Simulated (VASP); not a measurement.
Write the native input for VASP 6.6.1 that does the following.

| Item | Value |
| --- | --- |
| Task | single point |
| Functional | PBE |
| Potentials or basis | VASP PAW PBE potentials, release 64 (Sn_d, F) |
| Cutoff | 520 eV |
| k mesh | 4 × 4 × 4 |
| Occupations | gaussian, width 0.1 eV |
| Spin | no spin polarisation |
| Dipole correction | no |
| Further INCAR settings | ALGO = Fast; EDIFF = 1e-07; NBANDS = 44 |

The structure of Sn2F lies in POSCAR:

```
Sn2F
1.0
    6.2500457536      0.0000000000      0.0000000000
    0.0000000000      7.8525707497      0.0000000000
    0.0000000000      0.0000000000      2.9287882383
Sn F
4 2
Direct
    0.4669231770      0.7850535433      0.5000000000
    0.9669231770      0.7149464567      0.0000000000
    0.5330768230      0.2149464567      0.5000000000
    0.0330768230      0.2850535433      0.0000000000
    0.5000000000      0.5000000000      0.5000000000
    0.0000000000      0.0000000000      0.0000000000
```

The input as run:

INCAR

```
PREC = Accurate
ENCUT = 520
EDIFF = 1E-7
ISMEAR = 0
SIGMA = 0.1
LREAL = F
LASPH = T
NELM = 100
ALGO = Fast
ISIF = 2
LWAVE = F
LCHARG = F
GGA = PE
NBANDS = 44
```

KPOINTS

```
Automatic mesh
0
Gamma
  4 4 4
```

Potentials or basis: VASP PAW PBE potentials, release 64 (Sn_d, F).

The run is started by

```sh
$ cat potpaw_PBE.64/Sn_d/POTCAR potpaw_PBE.64/F/POTCAR > POTCAR
$ mpirun -np 1 vasp_std > vasp.out
```

It gave:

```json
{"Pressure": "-0.1 GPa", "Largest force": "0.028 eV/Å", "Band gap on the k mesh": "zero (bands 35 and 36 overlap by 4.08 eV)"}
```

Caveat: the k points lie up to 0.54 Å⁻¹ apart, too coarse for converged energies and pressures of a metal; spin-orbit coupling is left out, which moves the levels of the heavy elements.

Run time: 4.2 min on 1 thread of Oxide Virtual Turin-like Processor (shared host), peak memory 0.28 GiB.
